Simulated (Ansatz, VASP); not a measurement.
**One calculation of Zr12H2CF2, two programs**

```
Zr F C H
1.0
     6.37101    0.00000    0.00000
     0.00000    5.11009    0.00000
     0.00000    0.00000   26.15373
Zr F C H
12 2 1 2
Direct
  0.50000 0.75000 0.30588
  0.00000 0.75000 0.30588
  0.75000 0.25000 0.34104
  0.25000 0.25000 0.34104
  0.75000 0.75000 0.41136
  0.25000 0.75000 0.41136
  0.99974 0.24996 0.44566
  0.50027 0.24990 0.44561
  0.99592 0.74739 0.51533
  0.50452 0.74732 0.51546
  0.25054 0.24805 0.54512
  0.74969 0.24151 0.55177
  0.75800 0.95948 0.71620
  0.75222 0.17666 0.64240
  0.75647 0.92074 0.66509
  0.61211 0.82207 0.65251
  0.90239 0.82794 0.65182
```

Alike in both runs: task single point; functional PBE; dispersion D3(BJ); k mesh 3 × 4 × 1; occupations gaussian, width 0.1 eV; no spin polarisation.

|  | VASP | Ansatz |
| --- | --- | --- |
| version | VASP 6.6.1 | Ansatz 0.2.0 |
| potentials or method | VASP PAW PBE potentials, release 64 (Zr_sv, F, C, H), cutoff 520 eV | scalar-relativistic, plane waves, PAW |
| valence electrons in the cell | 164 | 164 |

|  | VASP | Ansatz | Ansatz less VASP |
| --- | --- | --- | --- |
| gap on the k mesh at the Fermi level (eV) | none | none | - |
| rms of the force components (eV/Å) | 0.135 | 0.108 | -0.0272 |
| work function, face that differs most (eV) | 3.60 | 3.57 | -0.030 |

A gap of «none» marks a metal or a gap that the smearing closes.
